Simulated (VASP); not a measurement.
## C: single point with PBE

Crystal: C.

```
C
1.0
     1.99835    1.15375    1.31523
    -1.99835    1.15375    1.31523
     0.00000   -2.30750    1.31523
C
3
Direct
  0.71567 0.28433 0.50000
  0.50000 0.71567 0.28433
  0.28433 0.50000 0.71567
```

```json
{
 "Program": "VASP 6.6.1",
 "Task": "single point",
 "Functional": "PBE",
 "Potentials or basis": "VASP PAW PBE potentials, release 64 (C)",
 "Cutoff": "520 eV",
 "k mesh": "6 × 6 × 6",
 "Occupations": "gaussian, width 0.1 eV",
 "Spin": "no spin polarisation"
}
```

| Property | Result |
| --- | --- |
| Pressure | 19.8 GPa |
| Largest force | 1.045 eV/Å |
| Band gap on the k mesh | zero (band 6 reaches 9.83 eV, above the bottom of band 7 at 8.52 eV) |

Forces in eV/Å, atoms in the order of the input:
```
C    1.045  0.000  0.000
C   -0.522  0.905  0.000
C   -0.522 -0.905  0.000
```

Stress tensor (GPa, compression positive):
```
32.56  0.00  0.00
 0.00 32.56  0.00
 0.00  0.00 -5.60
```

Levels at points of the mesh, in eV from the Fermi level:
```
           k point  band 3  band 4  band 5  band 6  band 7  band 8  band 9  band 10
(0.00, 0.00, 0.00)   -7.57   -7.57   -4.36   -4.36   -1.31    9.13    9.13    10.82
(0.50, 0.00, 0.00)   -8.27   -6.50   -2.87   -2.50    2.15    6.72    7.44     7.94
(0.50, 0.50, 0.00)  -12.47   -8.13   -6.15   -2.61    4.66    6.65    8.48    11.92
(0.50, 0.50, 0.50)  -12.59  -10.02   -7.40   -7.40    1.28    2.40   15.24    15.24
```

Run time: 14 s on 1 thread of AMD EPYC 7R13, with other jobs on the host, peak memory 0.09 GiB.

Caveat: the k points lie up to 0.40 Å⁻¹ apart; forces of over 1 eV/Å act on the atoms, so gaps and moduli don't describe the material at rest.
